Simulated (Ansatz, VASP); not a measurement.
# MoOs6 in VASP and in Ansatz

```
Mo Os
1.0
     4.97218    0.00000    0.00000
     0.00000    4.97218    0.00000
     0.00000    0.00000    4.97218
Mo Os
1 6
Direct
  0.00000 0.00000 0.00000
  0.21000 0.50000 0.50000
  0.50000 0.21000 0.50000
  0.79000 0.50000 0.50000
  0.50000 0.79000 0.50000
  0.50000 0.50000 0.21000
  0.50000 0.50000 0.79000
```

Change from the starting cell: species swapped into the SiB6 type (Pm-3m, No. 221).

Alike in both runs: task single point; functional PBE; k mesh 4 × 4 × 4; occupations gaussian, width 0.1 eV; no spin polarisation.

```csv
,VASP,Ansatz
version,VASP 6.6.1,Ansatz 0.2.0
potentials or method,"VASP PAW PBE potentials, release 64 (Mo_sv, Os), cutoff 520 eV","scalar-relativistic, plane waves, PAW"
valence electrons in the cell,62,110
```

Ansatz gave:

```
gap on the k mesh at the Fermi level (eV) : none
rms of the force components (eV/Å)        : 18.903
```

Estimate VASP's values.

gap on the k mesh at the Fermi level (eV): none; rms of the force components (eV/Å): 19.094.

Atom by atom the forces differ by 0.191 eV/Å (rms over components). A gap of «none» marks a metal or a gap that the smearing closes. The functional is the same, so the differences come from potentials, cutoffs and numerics. VASP's potentials hold 62 valence electrons a cell and Ansatz's 110, so a difference there can come from the potentials and not from the codes.

Neither program's run includes spin-orbit coupling.
